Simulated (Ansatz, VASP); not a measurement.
**ScNb in VASP and in Ansatz**

INCAR

```
SYSTEM = ScNb
PREC = Accurate ; ENCUT = 520
EDIFF = 1E-6 ; ISMEAR = -1
SIGMA = 0.1 ; LREAL = .FALSE.
LASPH = .TRUE. ; NELM = 60
ALGO = Fast ; ISIF = 2
LWAVE = .FALSE. ; LCHARG = .FALSE.
GGA = PE ; NBANDS = 19
```

KPOINTS

```
Automatic mesh
0
G
  6 6 4
  0 0 0
```

POSCAR

```
ScNb
1.0
    3.0656443612      0.0000000000      0.0000000000
   -1.5328221806      2.6549258957      0.0000000000
    0.0000000000      0.0000000000      5.0721940000
Sc Nb
1 1
Direct
    0.0000000000      0.0000000000      0.0000000000
    0.3333333333      0.6666666667      0.5000000000
```

Input for Ansatz:

```yaml
crystal:
  lattice:
    - [3.0656443612, 0.0, 0.0]
    - [-1.5328221806, 2.6549258957, 0.0]
    - [0.0, 0.0, 5.072194]
  atoms:
    - { symbol: Sc, position: [0.0, 0.0, 0.0] }
    - { symbol: Nb, position: [0.3333333333, 0.6666666667, 0.5] }
basis:
  ecutrho_ratio: 8
kpoints:
  mp_grid: { grid: [6, 6, 4] }
hamiltonian:
  xc: pbe
scf:
  occupations: { method: fermi_dirac }
  n_extra_bands: 3
output:
  forces: true
  stress: true
  eigenvalues: true
```

Alike in both runs: task single point; functional PBE; k mesh 6 × 6 × 4; no spin polarisation.

```csv
,VASP,Ansatz
version,VASP 6.6.1,Ansatz 0.2.0
potentials or method,"VASP PAW PBE potentials, release 64 (Sc_sv, Nb_sv)","scalar-relativistic, plane waves, PAW"
plane-wave cutoff (eV),520,420
occupations,"fermi-dirac, width 0.1 eV",fermi-dirac
valence electrons in the cell,24,24
```

|  | VASP | Ansatz | Ansatz less VASP |
| --- | --- | --- | --- |
| gap on the k mesh at the Fermi level (eV) | none | none | - |
| pressure (GPa) | -0.4 | -0.3 | +0.04 |
| traceless stress, the component that is largest in VASP (GPa) | 0.64 | 0.60 | -0.040 |

A gap of «none» marks a metal or a gap that the smearing closes.

The k mesh is coarse, so the values compare programs but aren't converged.
